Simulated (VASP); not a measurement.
AgO2: single point with PBE

Crystal: AgO2.

```
CELL_PARAMETERS angstrom
4.20046 0.00000 0.00000
0.00000 5.26997 0.00000
0.00000 0.00000 3.57196
ATOMIC_POSITIONS crystal
Ag 0.00000 0.00000 0.00000
Ag 0.50000 0.50000 0.50000
O 0.86698 0.57860 0.00000
O 0.13302 0.42140 0.00000
O 0.36698 0.92140 0.50000
O 0.63302 0.07860 0.50000
```

```yaml
Program: VASP 6.6.1
Task: single point
Functional: PBE
Potentials_or_basis: VASP PAW PBE potentials, release 64 (Ag, O)
Cutoff: 520 eV
k_mesh: 8 × 6 × 10
Occupations: gaussian, width 0.1 eV
Spin: no spin polarisation
Dipole_correction: no
Further_INCAR_settings: ALGO = Normal; EDIFF = 1e-06; NBANDS = 32
```

- Pressure: 0.3 GPa
- Largest force: 0.296 eV/Å
- Band gap on the k mesh: zero (bands 23 and 24 overlap by 2.26 eV)

Forces on the atoms (eV/Å):
```
Ag   0.000  0.000  0.000
Ag   0.000  0.000  0.000
O   -0.239  0.175  0.000
O    0.239 -0.175  0.000
O   -0.239 -0.175  0.000
O    0.239  0.175  0.000
```

Stress tensor (GPa, compression positive):
```
 0.78  0.00  0.00
 0.00  0.32  0.00
 0.00  0.00 -0.33
```

Levels at points of the mesh, in eV from the Fermi level:
| k point | band 21 | band 22 | band 23 | band 24 | band 25 | band 26 |
| --- | --- | --- | --- | --- | --- | --- |
| (0.00, 0.00, 0.00) | -1.44 | 0.57 | 0.58 | 0.94 | 2.17 | 4.30 |
| (0.50, 0.00, 0.00) | -0.88 | -0.88 | -0.28 | -0.28 | 2.76 | 2.76 |
| (0.00, 0.50, 0.00) | -0.82 | -0.82 | 0.43 | 0.43 | 2.88 | 2.88 |
| (0.50, 0.50, 0.00) | -1.30 | -1.30 | -1.14 | -1.14 | 3.59 | 3.59 |
| (0.00, 0.00, 0.50) | -1.19 | -1.19 | -0.39 | -0.39 | 5.01 | 5.01 |
| (0.50, 0.00, 0.50) | -1.41 | -1.41 | 0.78 | 0.78 | 4.10 | 4.10 |
| (0.00, 0.50, 0.50) | -1.51 | -1.51 | -1.48 | -1.48 | 4.75 | 4.75 |
| (0.50, 0.50, 0.50) | -0.60 | -0.60 | -0.34 | -0.34 | 3.94 | 3.94 |

Run time: 3.5 min on 1 thread of Oxide Virtual Turin-like Processor, on a shared host, peak memory 0.32 GiB.
